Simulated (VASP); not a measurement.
# C (I4_1/amd) in VASP: further runs, part 2 of 2

VASP 6.6.1. Earlier steps stand in the parts before.

### Step 4. Electric field gradients, LDA (equal xx and yy strain of +2 %)

File INCAR:

```
ALGO = Normal
EDIFF = 1E-8
ENCUT = 520
GGA = CA
GGA_COMPAT = F
ISIF = 2
ISMEAR = -1
LASPH = T
LCHARG = F
LEFG = T
LREAL = F
LWAVE = F
NBANDS = 11
NELM = 120
PREC = Accurate
SIGMA = 0.03
```

File KPOINTS:

```
k-points
0
Gamma
  16 16 16
```

File POSCAR:

```
C
1.0
    0.0000000000      1.8190680000      1.7834000000
    1.8190680000      0.0000000000      1.7834000000
    1.8190680000      1.8190680000      0.0000000000
C
2
Direct
    0.5000000000      0.5000000000      0.5000000000
    0.7500000000      0.7500000000      0.7500000000
```

Potentials or basis: VASP PAW LDA potentials, release 64 (C).

Started as:

```
$ cat potpaw_LDA.64/C/POTCAR > POTCAR
$ mpirun -np 1 vasp_std > vasp.out
```

OUTCAR:

```text
EDIFF = 1E-8
   ENCUT = 520
   GGA = CA
   ISIF = 2
   ISMEAR = -1
   LASPH = T
   LREAL = F
   NELM = 120
   PREC = Accurate

 ion  position               nearest neighbor table
   1  0.500  0.500  0.500-   2 1.57   2 1.57   2 1.57   2 1.57
   2  0.750  0.750  0.750-   1 1.57   1 1.57   1 1.57   1 1.57

  LATTYP: Found a body centered tetragonal cell.
 ALAT       =     2.5725506365
 C/A-ratio  =     1.3864838847

  Lattice vectors:

 A1 = (   0.0000000000,  -1.8190680000,  -1.7834000000)
 A2 = (   0.0000000000,   1.8190680000,  -1.7834000000)
 A3 = (   1.8190680000,   0.0000000000,   1.7834000000)

Analysis of symmetry for initial positions (statically):
=====================================================================
 Subroutine PRICEL returns:
 Original cell was already a primitive cell.

 Routine SETGRP: Setting up the symmetry group for a
 body centered tetragonal supercell.

 Subroutine GETGRP returns: Found 16 space group operations
 (whereof  8 operations were pure point group operations)
 out of a pool of 16 trial point group operations.

The static configuration has the point symmetry D_2d.
 The point group associated with its full space group is D_4h.

Analysis of symmetry for dynamics (positions and initial velocities):
=====================================================================
 Subroutine PRICEL returns:
 Original cell was already a primitive cell.

 Routine SETGRP: Setting up the symmetry group for a
 body centered tetragonal supercell.

 Subroutine GETGRP returns: Found 16 space group operations
 (whereof  8 operations were pure point group operations)
 out of a pool of 16 trial point group operations.

[... 481 lines left out ...]
      3       8.2889      2.00000
      4       8.8725      2.00000
      5      14.9438      0.00000
      6      15.4480      0.00000
      7      15.4913      0.00000
      8      22.0319      0.00000
      9      28.0857      0.00000
     10      31.5935      0.00000
     11      32.8461      0.00000

 [... further k-points ...]

------------------------ aborting loop because EDIFF is reached ----------------------------------------

  FORCE on cell =-STRESS in cart. coord.  units (eV):
  Direction    XX          YY          ZZ          XY          YZ          ZX
  --------------------------------------------------------------------------------------
  -------------------------------------------------------------------------------------
  Total       -2.4272660     -2.4272660     -1.1606442      0.0000000      0.0000000      0.0000000
  in kB     -329.4968968   -329.4968968   -157.5553096      0.0000000      0.0000000      0.0000000
  external PRESSURE =    -272.1830344 kB  Pullay stress =       0.0000000 kB

 VOLUME and BASIS-vectors are now :
 -----------------------------------------------------------------------------
  energy-cutoff  :      520.00
  volume of cell :       11.80
      direct lattice vectors                 reciprocal lattice vectors
     0.000000000  1.819068000  1.783400000    -0.274866030  0.274866030  0.280363351
     1.819068000  0.000000000  1.783400000     0.274866030 -0.274866030  0.280363351
     1.819068000  1.819068000  0.000000000     0.274866030  0.274866030 -0.280363351

 POSITION                                       TOTAL-FORCE (eV/Angst)
 -----------------------------------------------------------------------------------
      1.81907      1.81907      1.78340        -0.000000     -0.000000      0.000000
      2.72860      2.72860      2.67510         0.000000      0.000000      0.000000
 -----------------------------------------------------------------------------------
    total drift:                                0.000000     -0.000000      0.000000

  FREE ENERGIE OF THE ION-ELECTRON SYSTEM (eV)
  ---------------------------------------------------
  free  energy   TOTEN  =       -20.1713610899 eV

  energy  without entropy=      -20.1713610899  energy(sigma->0) =      -20.17136109

 Electric field gradients (V/A^2)
---------------------------------------------------------------------
 ion       V_xx      V_yy      V_zz      V_xy      V_xz      V_yz
---------------------------------------------------------------------
   1       0.352     0.352    -0.704     0.000     0.000     0.000
   2       0.352     0.352    -0.704     0.000     0.000     0.000
---------------------------------------------------------------------

 Electric field gradients after diagonalization (V/A^2)
 (convention: |V_zz| > |V_xx| > |V_yy|)
----------------------------------------------------------------------
 ion       V_xx      V_yy      V_zz     asymmetry (V_yy - V_xx)/ V_zz
----------------------------------------------------------------------
   1       0.352     0.352    -0.704       0.000
   2       0.352     0.352    -0.704       0.000
----------------------------------------------------------------------

           NMR quadrupolar parameters

 Cq : quadrupolar parameter    Cq=e*Q*V_zz/h
 eta: asymmetry parameters     (V_yy - V_xx)/ V_zz
 Q  : nuclear electric quadrupole moment in mb (millibarn)
----------------------------------------------------------------------
 ion       Cq(MHz)       eta       Q (mb)
----------------------------------------------------------------------
   1      -0.002       0.000       1.000
   2      -0.002       0.000       1.000
----------------------------------------------------------------------
```

OSZICAR:

```text
N       E                     dE             d eps       ncg     rms          rms(c)
DAV:   1    -0.117586538672E+01   -0.11759E+01   -0.47299E+03  8098   0.694E+02
DAV:   2    -0.205017442496E+02   -0.19326E+02   -0.18743E+02 10123   0.126E+02
DAV:   3    -0.208877454663E+02   -0.38600E+00   -0.38459E+00  8937   0.135E+01
DAV:   4    -0.208885446221E+02   -0.79916E-03   -0.79913E-03  8325   0.754E-01
DAV:   5    -0.208885457757E+02   -0.11536E-05   -0.11536E-05  8702   0.270E-02    0.540E+00
DAV:   6    -0.203581718699E+02    0.53037E+00   -0.28002E-01  7933   0.363E+00    0.313E+00
DAV:   7    -0.201716038983E+02    0.18657E+00   -0.33633E-01  8353   0.399E+00    0.656E-01
DAV:   8    -0.201713718492E+02    0.23205E-03   -0.86585E-03  8140   0.753E-01    0.275E-02
DAV:   9    -0.201713593912E+02    0.12458E-04   -0.33111E-05  8714   0.453E-02    0.201E-02
DAV:  10    -0.201713611743E+02   -0.17831E-05   -0.21559E-06  8446   0.119E-02    0.468E-03
DAV:  11    -0.201713610977E+02    0.76637E-07   -0.98651E-08  8557   0.233E-03    0.741E-04
DAV:  12    -0.201713610899E+02    0.77220E-08   -0.26082E-09  4876   0.461E-04
   1 F= -.20171361E+02 E0= -.20171361E+02  d E =-.250858E-10
```

stdout:

```text
POSCAR found type information on POSCAR C
 POSCAR found :  1 types and       2 ions
 scaLAPACK will be used
 LDA part: xc-table for (Slater(with rela. corr.)+CA(PZ))
 , standard interpolation
 POSCAR, INCAR and KPOINTS ok, starting setup
 FFT: planning ... GRIDC
 FFT: planning ... GRID_SOFT
 FFT: planning ... GRID
 WAVECAR not read
 entering main loop
ion   1

ion   2
```

It took 28 s on 1 thread of Intel Xeon Platinum 8259CL at 2.50GHz (Skylake/Cascade Lake), shared host; peak memory 0.14 GiB.

What came out:

```yaml
Free_energy: -20.1714 eV
Pressure: -27.2 GPa
Band_gap_on_the_k_mesh: 3.51 eV (least direct gap 5.09 eV)
Largest_electric_field_gradient_by_atom: C -0.7 V/Å²
```

Levels at points of the mesh, in eV from the valence-band top:
```csv
k point,band 1,band 2,band 3,band 4,band 5,band 6,band 7,band 8
"(0.00, 0.00, 0.00)",-20.99,-0.28,-0.28,0.00,5.09,5.32,5.32,12.47
"(0.50, 0.00, 0.00)",-15.37,-13.12,-3.05,-2.71,7.83,7.94,8.55,14.85
"(0.50, 0.50, 0.00)",-12.32,-12.32,-6.43,-6.43,4.13,4.13,15.91,15.91
"(0.50, 0.00, 0.50)",-12.62,-12.62,-6.15,-6.15,4.58,4.58,15.79,15.79
```

Electric field gradients, principal values (V/Å²):
```tsv
atom	least	middle	greatest (by size)
1 C	0.352	0.352	-0.704
2 C	0.352	0.352	-0.704
```

Caveat: the cell differs from its parent crystal (equal xx and yy strain of +2 %); the stress differs along the axes, from -33 to -16 GPa; without QUAD_EFG the Cq values of the log hold for a quadrupole moment of 1 mb, not for the nuclei.
